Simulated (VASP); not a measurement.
HfH2, 3 atoms in the cell. Symmetry: I4/mmm, No. 139, tetragonal system. Conventional cell: a = 3.501 Å, b = 3.501 Å, c = 4.390 Å, α = 90.00°, β = 90.00°, γ = 90.00°. Hf (site symmetry 4/mmm) has 8 H at 2.07 Å within 2.7 Å. H (site symmetry -4m2) has 4 Hf at 2.07 Å and 6 H at 2.19 to 2.48 Å within 2.7 Å.  This cell differs from its parent crystal: volume scaled by 1.02.

* Program: VASP 6.6.1
* Task: electric field gradients
* Functional: LDA
* Potentials or basis: VASP PAW LDA potentials, release 64 (Hf_pv, H)
* Cutoff: 520 eV
* k mesh: 12 × 12 × 12
* Occupations: fermi-dirac, width 0.03 eV
* Spin: no spin polarisation
* Dipole correction: no
* Further INCAR settings: ALGO = Normal; EDIFF = 1e-08; NBANDS = 13

Potentials or basis: VASP PAW LDA potentials, release 64 (Hf_pv, H).

Command:

```console
$ cat potpaw_LDA.64/Hf_pv/POTCAR potpaw_LDA.64/H/POTCAR > POTCAR
$ mpirun -np 1 vasp_std > vasp.out
```

Hardware: 1 thread of Intel(R) Xeon(R) Platinum 8559C (Emerald Rapids), with other jobs on the host.

Problem. Estimate the wall time of this run.

Solution. It took 28 s on 1 thread of Intel(R) Xeon(R) Platinum 8559C (Emerald Rapids), with other jobs on the host, peak memory 0.19 GiB. Counts: scf iterations 14, k points 163.
